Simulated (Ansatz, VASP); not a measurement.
## C: VASP beside Ansatz

```
C
1.0
     0.00000    1.80684    1.80684
     1.80684    0.00000    1.80684
     1.80684    1.80684    0.00000
C
2
Direct
  0.75000 0.75000 0.75000
  0.50000 0.50000 0.50000
```

Alike in both runs: task single point; functional PBEsol-based screened hybrid with a share of 0.25 of exact exchange and HFSCREEN = 0.207; k mesh 7 × 7 × 7; occupations fermi-dirac, width 0.05 eV; no spin polarisation.

```csv
,VASP,Ansatz
version,VASP 6.6.1,Ansatz 0.2.0
potentials or method,"VASP PAW PBE potentials, release 64 (C)",Ansatz PAW
plane-wave cutoff (eV),520,420
valence electrons in the cell,8,8
```

Ansatz gave:

* gap on the k mesh at the Fermi level (eV): 5.24
* least direct gap on the mesh (eV): 6.83
* pressure (GPa): -28.4

Task: Estimate VASP's values.

Result: gap on the k mesh at the Fermi level (eV): 5.23; least direct gap on the mesh (eV): 6.82; pressure (GPa): -27.5.

VASP's potentials were made for PBE, not for PBEsol-based screened hybrid. The functional is the same, so the differences come from potentials, cutoffs and numerics.

The k mesh is coarse, so the values compare programs but aren't converged. Noted on Ansatz's run: odd divisions of the mesh miss points on the zone boundary, where band edges often lie, so the gap on the mesh can be too wide.
